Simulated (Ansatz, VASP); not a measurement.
SnSe in VASP and in Ansatz

INCAR

```
SYSTEM = SnSe
ALGO = Normal
EDIFF = 1E-7
ENCUT = 520
GGA = PE
ISIF = 2
ISMEAR = 0
IVDW = 12
LASPH = .True.
LCHARG = .True.
LELF = .True.
LREAL = .False.
LVHAR = .True.
LWAVE = .False.
NBANDS = 17
NELM = 80
PREC = Accurate
SIGMA = 0.05
```

File KPOINTS:

```
k-points
0
Gamma
  10 10 10
  0 0 0
```

File POSCAR:

```
SnSe
1.0
    0.0000000000      2.9887688397      2.9887688397
    2.9887688397      0.0000000000      2.9887688397
    2.9887688397      2.9887688397      0.0000000000
Sn Se
1 1
Direct
    0.0000000000      0.0000000000      0.0000000000
    0.5000000000      0.5000000000      0.5000000000
```

Input for Ansatz:

```yaml
crystal:
  lattice:
    - [0.0, 2.9887688397, 2.9887688397]
    - [2.9887688397, 0.0, 2.9887688397]
    - [2.9887688397, 2.9887688397, 0.0]
  atoms:
    - { symbol: Sn, position: [0.0, 0.0, 0.0] }
    - { symbol: Se, position: [0.5, 0.5, 0.5] }
basis:
  ecutwfc: 420
kpoints:
  mp_grid: { grid: [10, 10, 10] }
hamiltonian:
  xc: pbe
  dispersion: d3bj
scf:
  occupations: { method: gaussian, width: 0.05 }
output:
  forces: true
  stress: true
  eigenvalues: true
  write_density: true
  write_potential: true
  elf: true
  volumetric_format: npy
```

Alike in both runs: task single point; functional PBE; dispersion D3(BJ); k mesh 10 × 10 × 10; occupations gaussian, width 0.05 eV; no spin polarisation.

|  | VASP | Ansatz |
| --- | --- | --- |
| version | VASP 6.6.1 | Ansatz 0.2.0 |
| potentials or method | VASP PAW PBE potentials, release 64 (Sn_d, Se), cutoff 520 eV | scalar-relativistic, plane waves, PAW |
| valence electrons in the cell | 20 | 30 |

```tsv
	VASP	Ansatz	Ansatz less VASP
gap on the k mesh at the Fermi level (eV)	0.52	0.52	0.000
least direct gap on the mesh (eV)	0.64	0.64	0.000
pressure (GPa)	0.0	0.0	-0.01
```

VASP's potentials hold 20 valence electrons a cell and Ansatz's 30, so a difference there can come from the potentials and not from the codes.
